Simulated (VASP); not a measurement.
# Mn (Pm-3m) in VASP: notebook

The runs below take Mn through single point, relaxation of cell and atoms, with RPBE.

Everything below comes from runs of VASP 6.6.1. Logs are shortened: lines on timing, memory, paths and dates and some standing lists are left out, and cuts for length are marked.

## Step 1: The cell of the first run

The structure is cubic, space group Pm-3m (No. 221). Conventional cell: a = 2.309 Å, b = 2.309 Å, c = 2.309 Å, α = 90.00°, β = 90.00°, γ = 90.00°. Mn (site symmetry m-3m) has 6 Mn at 2.31 Å within 3.1 Å.

## Step 2: Single point, RPBE, collinear spin, ferromagnetic start

INCAR

```
SYSTEM = Mn
ALGO = Normal
EDIFF = 1E-6
ENCUT = 520
GGA = RP
ISIF = 2
ISMEAR = -1
ISPIN = 2
LASPH = .TRUE.
LCHARG = .FALSE.
LMAXMIX = 4
LORBIT = 11
LREAL = .FALSE.
LWAVE = .FALSE.
MAGMOM = 3
NBANDS = 16
NELM = 150
PREC = Accurate
SIGMA = 0.05
```

KPOINTS

```
k-points
0
G
  13 13 13
  0 0 0
```

POSCAR

```
Mn
1.0
    2.3092310020      0.0000000000      0.0000000000
    0.0000000000      2.3092310020      0.0000000000
    0.0000000000      0.0000000000      2.3092310020
Mn
1
Direct
    0.0000000000      0.0000000000      0.0000000000
```

Potentials or basis: VASP PAW PBE potentials, release 64 (Mn_pv).

Run with:

```sh
cat potpaw_PBE.64/Mn_pv/POTCAR > POTCAR
mpirun -np 1 vasp_std > vasp.out
```

OUTCAR:

```text
SYSTEM = Mn
   EDIFF = 1E-6
   ENCUT = 520
   GGA = RP
   ISIF = 2
   ISMEAR = -1
   ISPIN = 2
   LASPH = .TRUE.
   LORBIT = 11
   LREAL = .FALSE.
   NELM = 150
   PREC = Accurate

 ion  position               nearest neighbor table
   1  0.000  0.000  0.000-

  LATTYP: Found a simple cubic cell.
 ALAT       =     2.3092310020

  Lattice vectors:

 A1 = (   2.3092310020,   0.0000000000,   0.0000000000)
 A2 = (   0.0000000000,   2.3092310020,   0.0000000000)
 A3 = (   0.0000000000,   0.0000000000,   2.3092310020)

Analysis of symmetry for initial positions (statically):
=====================================================================
 Subroutine PRICEL returns:
 Original cell was already a primitive cell.

 Routine SETGRP: Setting up the symmetry group for a
 simple cubic supercell.

 Subroutine GETGRP returns: Found 48 space group operations
 (whereof 48 operations were pure point group operations)
 out of a pool of 48 trial point group operations.

The static configuration has the point symmetry O_h .

Analysis of symmetry for dynamics (positions and initial velocities):
=====================================================================
 Subroutine PRICEL returns:
 Original cell was already a primitive cell.

 Routine SETGRP: Setting up the symmetry group for a
 simple cubic supercell.

 Subroutine GETGRP returns: Found 48 space group operations
 (whereof 48 operations were pure point group operations)
 out of a pool of 48 trial point group operations.

The dynamic configuration has the point symmetry O_h .

Analysis of structural, dynamic, and magnetic symmetry:
=====================================================================
 Subroutine PRICEL returns:
 Original cell was already a primitive cell.

 Routine SETGRP: Setting up the symmetry group for a
 simple cubic supercell.

 Subroutine GETGRP returns: Found 48 space group operations
 (whereof 48 operations were pure point group operations)
 out of a pool of 48 trial point group operations.

The overall configuration has the point symmetry O_h .

 Subroutine INISYM returns: Found 48 space group operations
 (whereof 48 operations are pure point group operations),
 and found     1 'primitive' translations

----------------------------------------------------------------------------------------

                                     Primitive cell

  volume of cell :      12.3141
[... 94 lines left out ...]
   ISYM   =      2    0-nonsym 1-usesym 2-fastsym
   POTIM  = 0.5000    time-step for ionic-motion
   TEBEG  =    0.0;   TEEND  =   0.0 temperature during run
   PSTRESS=    0.0 pullay stress
   NELECT =      13.0000    total number of electrons
   NUPDOWN=      -1.0000    fix difference up-down
   EMIN   =  10.00;   EMAX   =-10.00  energy-range for DOS
   EFERMI =   0.00;   METHOD = LEGACY
   ISMEAR =    -1;   SIGMA  =   0.05  broadening in eV -4-tet -1-fermi 0-gaus
   EFERMI_NEDOS =   21; number of points for ismear=-14 and -15
   IALGO  =     38    algorithm
   IMIX   =      4    mixing-type and parameters
     AMIX     =   0.40;   BMIX     =  1.00
     AMIX_MAG =   1.60;   BMIX_MAG =  1.00
  volume/ion in A,a.u.               =      12.31        83.10
  Fermi-wavevector in a.u.,A,eV,Ry     =   1.666947  3.150074 37.806695  2.778714
  Thomas-Fermi vector in A             =   2.753055
   LORBIT       =     11    0 simple, 1 ext, 2 COOP (PROOUT), +10 PAW based schemes
   GGA     = RP    functional components
   LHFCALC =     F    Hartree Fock is set to
   AEXX    =    0.0000 exact exchange contribution
   IVDW    =     0    specifies the selected vdW correction
   LEPSILON=     F    determine dielectric tensor
   LRPA    =     F    only Hartree local field effects (RPA)
 spin polarized calculation
  energy-cutoff  :      520.00
  volume of cell :       12.31
 maximum number of plane-waves:       341
 NGX is ok and might be reduce to    18
   NGX =  9   NGY =  9   NGZ =  9

 number of electron      12.9999992 magnetization       0.6230361

 Free energy of the ion-electron system (eV)
  ---------------------------------------------------
  ext. energy  EPLUGINS =         0.00000000
  ---------------------------------------------------
  free energy    TOTEN  =        -7.53508023 eV

  energy without entropy =       -7.52229352  energy(sigma->0) =       -7.52868687

 E-fermi :   9.1575     XC(G=0): -12.9669

 val. band max:        9.1550561811   @ k =   0.4615   0.3846   0.0000
 cond. band min:       9.1594663261   @ k =   0.4615   0.3077   0.0000
 fundamental gap:      0.0044101450
 Fermi energy:         9.1575338572

 spin component 1

 k-point     1 :       0.0000    0.0000    0.0000
  band No.  band energies     occupation
      1     -38.9718      1.00000
      2     -38.9718      1.00000
      3     -38.9718      1.00000
      4       1.2540      1.00000
      5       5.5027      1.00000
      6       5.5028      1.00000
[... 435 lines left out ...]
      5       6.4122      1.00000
      6       8.9961      0.96191
[... 8 lines left out ...]
     15      40.5079      0.00000
     16      40.9815      0.00000

 [... further k-points ...]

 spin component 2

 k-point     1 :       0.0000    0.0000    0.0000
  band No.  band energies     occupation
      1     -38.2693      1.00000
      2     -38.2693      1.00000
      3     -38.2693      1.00000
      4       1.3451      1.00000
      5       5.8019      1.00000
      6       5.8019      1.00000
[... 435 lines left out ...]
      5       6.7351      1.00000
      6       9.3194      0.03777
[... 8 lines left out ...]
     15      40.8773      0.00000
     16      41.6497      0.00000

 [... further k-points ...]
[... 5 lines left out ...]
  --------------------------------------------------------------------------------------
  -------------------------------------------------------------------------------------
  Total        0.0193536      0.0193536      0.0193536      0.0000000     -0.0000000      0.0000000
  in kB        2.5180802      2.5180802      2.5180802      0.0000000     -0.0000000      0.0000000
  external PRESSURE =       2.5180802 kB  Pullay stress =       0.0000000 kB

 VOLUME and BASIS-vectors are now :
 -----------------------------------------------------------------------------
  energy-cutoff  :      520.00
  volume of cell :       12.31
      direct lattice vectors                 reciprocal lattice vectors
     2.309231002  0.000000000  0.000000000     0.433044593  0.000000000  0.000000000
     0.000000000  2.309231002  0.000000000     0.000000000  0.433044593  0.000000000
     0.000000000  0.000000000  2.309231002     0.000000000  0.000000000  0.433044593

 POSITION                                       TOTAL-FORCE (eV/Angst)
 -----------------------------------------------------------------------------------
      0.00000      0.00000      0.00000         0.000000      0.000000      0.000000
 -----------------------------------------------------------------------------------
    total drift:                                0.000000      0.000000     -0.000000

  FREE ENERGIE OF THE ION-ELECTRON SYSTEM (eV)
  ---------------------------------------------------
  free  energy   TOTEN  =        -7.5350802311 eV

  energy  without entropy=       -7.5222935167  energy(sigma->0) =       -7.52868687

 total charge

# of ion       s       p       d       tot
------------------------------------------
    1        0.410   6.293   5.233  11.935

 magnetization (x)

# of ion       s       p       d       tot
------------------------------------------
    1       -0.001  -0.005   0.627   0.621
```

stdout:

```text
POSCAR found type information on POSCAR Mn
 POSCAR found :  1 types and       1 ions
 scaLAPACK will be used
 -----------------------------------------------------------------------------
|                                                                             |
|                                                                             |
|     You enforced a specific xc type in the INCAR file but a different       |
|     I HOPE YOU KNOW WHAT YOU ARE DOING!                                     |
|                                                                             |
 -----------------------------------------------------------------------------

 LDA part: xc-table for (Slater+PW92), standard interpolation
 POSCAR, INCAR and KPOINTS ok, starting setup
 FFT: planning ... GRIDC
 FFT: planning ... GRID_SOFT
 FFT: planning ... GRID
 WAVECAR not read
 entering main loop
```

Wall time 16 s (1 thread of AMD EPYC 9R45 (Zen 5), shared host); peak memory 0.1 GiB.

Results:

```yaml
Free_energy: -7.5351 eV
Pressure: 0.3 GPa
Net_moment: 0.62 μB per cell
Site_moments: Mn +0.62 μB
Valence_electrons_inside_the_program's_atomic_spheres: Mn 11.94
```

Levels at points of the mesh, in eV from the Fermi level:
Spin up:
```
           k point  band 5  band 6  band 7  band 8  band 9  band 10
(0.00, 0.00, 0.00)   -3.65   -3.65    1.16    1.16    1.16    19.85
```
Spin down:
```tsv
k point	band 3	band 4	band 5	band 6	band 7	band 8	band 9	band 10
(0.00, 0.00, 0.00)	-47.43	-7.81	-3.36	-3.36	2.05	2.05	2.05	20.05
```

Caveat: the PAW data sets were made with another functional, which shifts forces and pressure a little.

## Step 3: Relaxation of cell and atoms, RPBE, collinear spin, ferromagnetic start

This run uses another cell than the first one, of 12.69 Å³/atom, 1.030 times its volume.

INCAR

```
ALGO     = Normal         # electronic algorithm
EDIFF    = 1E-6           # SCF threshold, eV
EDIFFG   = -0.01          # ionic threshold
ENCUT    = 600            # plane-wave cutoff, eV
GGA      = RP             # functional
IBRION   = 2              # ionic algorithm
ISIF     = 3              # what is computed and relaxed
ISMEAR   = -1             # smearing method
ISPIN    = 2              # spin polarisation
LASPH    = T              # aspherical terms in the spheres
LCHARG   = F              # write CHGCAR
LMAXMIX  = 4              # l up to which the mixer works
LORBIT   = 11             # projections on sites
LREAL    = F              # projectors in reciprocal space
LWAVE    = F              # write WAVECAR
MAGMOM   = 3              # initial moments
NELM     = 150            # most SCF steps
NSW      = 80             # ionic steps
PREC     = Accurate       # precision mode
SIGMA    = 0.05           # smearing width, eV
```

KPOINTS

```
k-points
0
Gamma
  13 13 13
```

POSCAR

```
Mn
1.0
    2.3324620846      0.0000000000      0.0000000000
    0.0000000000      2.3324620846      0.0000000000
    0.0000000000      0.0000000000      2.3324620846
Mn
1
Direct
    0.0000000000      0.0000000000      0.0000000000
```

Potentials or basis: VASP PAW PBE potentials, release 64 (Mn_pv).

Run with:

```sh
cat potpaw_PBE.64/Mn_pv/POTCAR > POTCAR
mpirun -np 1 vasp_std > vasp.out
```

OUTCAR:

```text
EDIFF = 1E-6
   EDIFFG = -0.01
   ENCUT = 600
   GGA = RP
   IBRION = 2
   ISIF = 3
   ISMEAR = -1
   ISPIN = 2
   LASPH = T
   LORBIT = 11
   LREAL = F
   NELM = 150
   NSW = 80
   PREC = Accurate

 ion  position               nearest neighbor table
   1  0.000  0.000  0.000-

  LATTYP: Found a simple cubic cell.
 ALAT       =     2.3324620846

  Lattice vectors:

 A1 = (   2.3324620846,   0.0000000000,   0.0000000000)
 A2 = (   0.0000000000,   2.3324620846,   0.0000000000)
 A3 = (   0.0000000000,   0.0000000000,   2.3324620846)

Analysis of symmetry for initial positions (statically):
=====================================================================
 Subroutine PRICEL returns:
 Original cell was already a primitive cell.

 Routine SETGRP: Setting up the symmetry group for a
 simple cubic supercell.

 Subroutine GETGRP returns: Found 48 space group operations
 (whereof 48 operations were pure point group operations)
 out of a pool of 48 trial point group operations.

The static configuration has the point symmetry O_h .

Analysis of symmetry for dynamics (positions and initial velocities):
=====================================================================
 Subroutine PRICEL returns:
 Original cell was already a primitive cell.

 Routine SETGRP: Setting up the symmetry group for a
 simple cubic supercell.

 Subroutine GETGRP returns: Found 48 space group operations
 (whereof 48 operations were pure point group operations)
 out of a pool of 48 trial point group operations.

The dynamic configuration has the point symmetry O_h .

Analysis of structural, dynamic, and magnetic symmetry:
=====================================================================
 Subroutine PRICEL returns:
 Original cell was already a primitive cell.

 Routine SETGRP: Setting up the symmetry group for a
 simple cubic supercell.

 Subroutine GETGRP returns: Found 48 space group operations
 (whereof 48 operations were pure point group operations)
 out of a pool of 48 trial point group operations.
[... 139 lines left out ...]

 number of electron      13.0000013 magnetization       0.6911121

 Free energy of the ion-electron system (eV)
  ---------------------------------------------------
  ext. energy  EPLUGINS =         0.00000000
  ---------------------------------------------------
  free energy    TOTEN  =        -7.52961245 eV

  energy without entropy =       -7.51640706  energy(sigma->0) =       -7.52300976

------------------------ aborting loop because EDIFF is reached ----------------------------------------

  FORCE on cell =-STRESS in cart. coord.  units (eV):
  Direction    XX          YY          ZZ          XY          YZ          ZX
  --------------------------------------------------------------------------------------
  -------------------------------------------------------------------------------------
  Total       -0.3760216     -0.3760216     -0.3760216      0.0000000      0.0000000     -0.0000000
  in kB      -47.4765980    -47.4765980    -47.4765980      0.0000000      0.0000000     -0.0000000
  external PRESSURE =     -47.4765980 kB  Pullay stress =       0.0000000 kB
[... 57 lines left out ...]
--------------------------------------- Ionic step        3  -------------------------------------------

 number of electron      12.9999993 magnetization       0.6271114

 Free energy of the ion-electron system (eV)
  ---------------------------------------------------
  ext. energy  EPLUGINS =         0.00000000
  ---------------------------------------------------
  free energy    TOTEN  =        -7.53503778 eV

  energy without entropy =       -7.52225181  energy(sigma->0) =       -7.52864480

 E-fermi :   9.1403     XC(G=0): -12.9595

 val. band max:        9.1355631910   @ k =   0.4615   0.3846   0.0000
 cond. band min:       9.1410223932   @ k =   0.4615   0.3077   0.0000
 fundamental gap:      0.0054592022
 Fermi energy:         9.1403067033

 spin component 1

 k-point     1 :       0.0000    0.0000    0.0000
  band No.  band energies     occupation
      1     -38.9907      1.00000
      2     -38.9907      1.00000
      3     -38.9907      1.00000
      4       1.2434      1.00000
      5       5.4912      1.00000
      6       5.4912      1.00000
      7      10.2962      0.00000
      8      10.2962      0.00000
      9      10.2962      0.00000
     10      28.9717      0.00000
     11      28.9717      0.00000
     12      28.9717      0.00000
[... 333 lines left out ...]
      1     -39.5975      1.00000
      2     -39.4340      1.00000
      3     -38.8876      1.00000
      4       4.9927      1.00000
      5       6.3983      1.00000
      6       8.9780      0.96253
      7       9.0236      0.91172
      8       9.3829      0.00776
      9      11.0008      0.00000
     10      17.5357      0.00000
     11      23.3825      0.00000
     12      29.2949      0.00000

 [... further k-points ...]

 spin component 2

 k-point     1 :       0.0000    0.0000    0.0000
  band No.  band energies     occupation
      1     -38.2837      1.00000
      2     -38.2837      1.00000
      3     -38.2837      1.00000
      4       1.3349      1.00000
      5       5.7924      1.00000
      6       5.7925      1.00000
      7      11.1896      0.00000
      8      11.1897      0.00000
      9      11.1897      0.00000
     10      29.1788      0.00000
     11      29.1788      0.00000
     12      29.1788      0.00000
[... 373 lines left out ...]
  FREE ENERGIE OF THE ION-ELECTRON SYSTEM (eV)
  ---------------------------------------------------
  free  energy   TOTEN  =        -7.5350377759 eV

  energy  without entropy=       -7.5222518145  energy(sigma->0) =       -7.52864480

 reached required accuracy - stopping structural energy minimisation

 total charge

# of ion       s       p       d       tot
------------------------------------------
    1        0.409   6.292   5.232  11.933

 magnetization (x)

# of ion       s       p       d       tot
------------------------------------------
    1       -0.001  -0.005   0.631   0.625
```

OSZICAR:

```text
N       E                     dE             d eps       ncg     rms          rms(c)
DAV:   1     0.922273023250E+02    0.92227E+02   -0.88758E+03  4068   0.157E+03
[... 31 lines left out ...]
DAV:   3    -0.753607074533E+01    0.12487E-01   -0.29403E-02  4272   0.308E+00    0.514E-01
DAV:   4    -0.753523512651E+01    0.83562E-03   -0.59253E-04  4276   0.315E-01    0.292E-01
DAV:   5    -0.753502445405E+01    0.21067E-03   -0.85092E-04  4288   0.361E-01    0.287E-02
DAV:   6    -0.753503250552E+01   -0.80515E-05   -0.24300E-05  4404   0.614E-02    0.208E-02
DAV:   7    -0.753503604940E+01   -0.35439E-05   -0.45266E-06  4216   0.269E-02    0.643E-03
DAV:   8    -0.753503793655E+01   -0.18872E-05   -0.10743E-06  3000   0.126E-02    0.278E-03
DAV:   9    -0.753503777594E+01    0.16062E-06   -0.43045E-08  2024   0.279E-03
   3 F= -.75350378E+01 E0= -.75286448E+01  d E =-.542532E-02  mag=     0.6276
```

It took 34 s on 1 thread of AMD EPYC 9R45 (Zen 5), shared host; peak memory 0.12 GiB.

Results:

| Property | Result |
| --- | --- |
| Free energy | -7.5350 eV |
| Relaxed volume | 12.33 Å³/atom |
| Relaxed cell | a = 2.310 Å, b = 2.310 Å, c = 2.310 Å, α = 90.00°, β = 90.00°, γ = 90.00° |
| Space group after relaxing (to 0.05 Å) | Pm-3m (No. 221) |
| Energy gained by relaxing | 5.4 meV/atom |
| Ionic steps | 3 |
| Pressure after relaxing | 0.0 GPa |
| Net moment | 0.63 μB per cell |
| Site moments | Mn +0.62 μB |
| Valence electrons inside the program's atomic spheres | Mn 11.93 |

Step by step:
```csv
step,energy change (eV),largest force (eV/Å),pressure (GPa),volume (Å³)
1,0.0000,0.0000,-4.75,12.69
2,-0.0008,0.0000,4.84,12.01
3,-0.0054,0.0000,0.03,12.33
```

Final structure:
```yaml
crystal:
  lattice:
    - [2.31021, 0.00000, 0.00000]
    - [0.00000, 2.31021, 0.00000]
    - [0.00000, 0.00000, 2.31021]
  atoms:
    - { symbol: Mn, position: [0.00000, 0.00000, 0.00000] }
```

Levels at points of the mesh, in eV from the Fermi level:
Spin up:
```
           k point  band 5  band 6  band 7  band 8  band 9  band 10
(0.00, 0.00, 0.00)   -3.65   -3.65    1.16    1.16    1.16    19.83
```
Spin down:
```csv
k point,band 2,band 3,band 4,band 5,band 6,band 7,band 8,band 9,band 10,band 11
"(0.00, 0.00, 0.00)",-47.42,-47.42,-7.81,-3.35,-3.35,2.05,2.05,2.05,20.04,20.04
```

Caveat: the PAW data sets were made with another functional, which shifts forces and pressure a little.

[end of part 1 of 2]
